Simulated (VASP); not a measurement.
Crystal: C.

```
CELL_PARAMETERS angstrom
-2.41040 2.41040 2.41040
2.41040 -2.41040 2.41040
2.41040 2.41040 -2.41040
ATOMIC_POSITIONS crystal
C 0.32547 0.00000 0.00000
C 0.67453 0.67453 0.67453
C 0.00000 0.32547 0.00000
C 0.00000 0.00000 0.32547
C 0.00000 0.67453 0.00000
C 0.32547 0.32547 0.32547
C 0.67453 0.00000 0.00000
C 0.00000 0.00000 0.67453
```

Base run:

| Quantity | Value |
| --- | --- |
| Program | VASP 6.6.1 |
| Functional | LDA |
| Potentials or basis | VASP PAW LDA potentials, release 64 (C) |
| Cutoff | 520 eV |
| k mesh | 6 × 6 × 6 |
| Occupations | gaussian, width 0.05 eV |
| Spin | no spin polarisation |

Its results: band gap on the k mesh 2.90 eV, indirect (least direct gap 3.82 eV); pressure 1.1 GPa; largest force 0.050 eV/Å.

Task: The run is repeated on the same cell with these changes: potentials or basis from VASP PAW LDA potentials, release 64 (C) to VASP PAW LDA potentials, release 64 (C_h); cutoff from 520 eV to 910 eV. What comes out?

Result: Band gap on the k mesh 2.91 eV, indirect (least direct gap 3.82 eV); pressure 0.5 GPa; largest force 0.037 eV/Å.

Caveats: the cutoff is under 1.25 times the usual one of these potentials, so pressure, stress and relaxed cells hold a basis-set (Pulay) error (some runs).

A k mesh can miss the band edges.
